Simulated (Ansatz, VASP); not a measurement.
**MnSb: VASP beside Ansatz**

INCAR

```
PREC = Accurate ; ENCUT = 500
EDIFF = 1E-7 ; ISMEAR = -1
SIGMA = 0.05 ; LREAL = F
LASPH = T ; NELM = 200
ALGO = Normal ; ISIF = 3
LWAVE = F ; LCHARG = F
ISPIN = 2 ; MAGMOM = 0 0 4 4
LORBIT = 11 ; LMAXMIX = 4
GGA = B5 ; ALDAX = 1.0
AGGAX = 1.0 ; AGGAC = 1.0
ALDAC = 0.0 ; IVDW = 13
VDW_S6 = 1.0 ; VDW_S8 = 2.34076671
VDW_A1 = 0.44488865 ; VDW_A2 = 4.0933009
IBRION = 2 ; NSW = 60
EDIFFG = -0.01 ; GGA_COMPAT = F
NELMIN = 4
```

The input KPOINTS:

```
regular mesh
0
Gamma
  7 7 5
```

Contents of POSCAR:

```
MnSb
1.0
    4.1500000000      0.0000000000      0.0000000000
   -2.0750000000      3.5940054257      0.0000000000
    0.0000000000      0.0000000000      5.7800000000
Sb Mn
2 2
Direct
    0.6666666667      0.3333333333      0.7500000000
    0.3333333333      0.6666666667      0.2500000000
    0.0000000000      0.0000000000      0.5000000000
    0.0000000000      0.0000000000      0.0000000000
```

Contents of input.yaml:

```yaml
crystal:
  lattice:
    - [4.15, 0.0, 0.0]
    - [-2.075, 3.5940054257, 0.0]
    - [0.0, 0.0, 5.78]
  atoms:
    - { symbol: Sb, position: [0.6666666667, 0.3333333333, 0.75] }
    - { symbol: Sb, position: [0.3333333333, 0.6666666667, 0.25] }
    - { symbol: Mn, position: [0.0, 0.0, 0.5], spin: 4.0 }
    - { symbol: Mn, position: [0.0, 0.0, 0.0], spin: 4.0 }
hamiltonian:
  xc: blyp
  pseudopotentials: { kind: paw }
  dispersion: d4
magnetization:
  spin_polarized: true
kpoints:
  mp_grid: { grid: [7, 7, 5] }
scf:
  occupations: { method: fermi_dirac, width: 0.05 }
output:
  forces: true
  stress: true
relax:
  f_tol: 0.01
  max_steps: 40
  cell: { stress_tol: 0.05 }
```

Alike in both runs: task relaxation of cell and atoms; functional BLYP; dispersion D4; k mesh 7 × 7 × 5; occupations fermi-dirac, width 0.05 eV; collinear spin.

```csv
,VASP,Ansatz
version,VASP 6.6.1,Ansatz 0.2.0
potentials or method,"VASP PAW PBE potentials, release 64 (Sb, Mn_pv)",Ansatz PAW
plane-wave cutoff (eV),500,420
valence electrons in the cell,36,60
```

Ansatz gave:

- net moment per atom (μB): 1.49
- size of the moment on the site where the two differ most (μB): 3.03
- relaxed volume (Å³/atom): 19.70
- relaxed length of the cell vector where the two differ most in proportion (Å): 5.569

Q: Which values does VASP return?

A: net moment per atom (μB): 1.48; size of the moment on the site where the two differ most (μB): 3.00; relaxed volume (Å³/atom): 19.70; relaxed length of the cell vector where the two differ most in proportion (Å): 5.572.

VASP's potentials were made for PBE, not for BLYP. Site moments also hang on the region over which each program counts them. VASP's potentials hold 36 valence electrons a cell and Ansatz's 60, so a difference there can come from the potentials and not from the codes.

Spin-orbit coupling is off throughout. Noted on Ansatz's run: the plane-wave basis is chosen anew once the cell has moved, so the energies of steps on either side of that aren't comparable.
